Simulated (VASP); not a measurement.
Here is a VASP 6.6.1 calculation.

INCAR

```
  PREC = Accurate
  ENCUT = 520
  EDIFF = 1E-7
  ISMEAR = -1
  SIGMA = 0.05
  LREAL = False
  LASPH = True
  NELM = 150
  ALGO = Normal
  ISIF = 2
  LWAVE = False
  LCHARG = True
  ISPIN = 2
  MAGMOM = 0 3
  LORBIT = 11
  LMAXMIX = 4
  GGA = B5
  ALDAX = 1.0
  AGGAX = 1.0
  AGGAC = 1.0
  ALDAC = 0.0
  LELF = True
  LVHAR = True
  NBANDS = 20
```

The input KPOINTS:

```
Automatic mesh
0
Gamma
  10 10 7
```

Contents of POSCAR:

```
FePt
1.0
    2.6866914338      0.0000000000      0.0000000000
    0.0000000000      2.6866914338      0.0000000000
    0.0000000000      0.0000000000      3.6697235666
Pt Fe
1 1
Direct
    0.5000000000      0.5000000000      0.5000000000
    0.0000000000      0.0000000000      0.0000000000
```

Potentials or basis: VASP PAW PBE potentials, release 64 (Pt, Fe).

Launch:

```bash
$ cat potpaw_PBE.64/Pt/POTCAR potpaw_PBE.64/Fe/POTCAR > POTCAR
$ mpirun -np 1 vasp_std > vasp.out
```

(1) Predict the pressure.

(2) Predict the site moments.

(3) Predict the net moment.

Answers

(1) 26.1 GPa.

(2) Pt +0.35; Fe +2.80 μB.

(3) 3.19 μB per cell.

Caveat: the cell stands under pressure; the PAW data sets were made with another functional, which shifts forces and pressure a little.
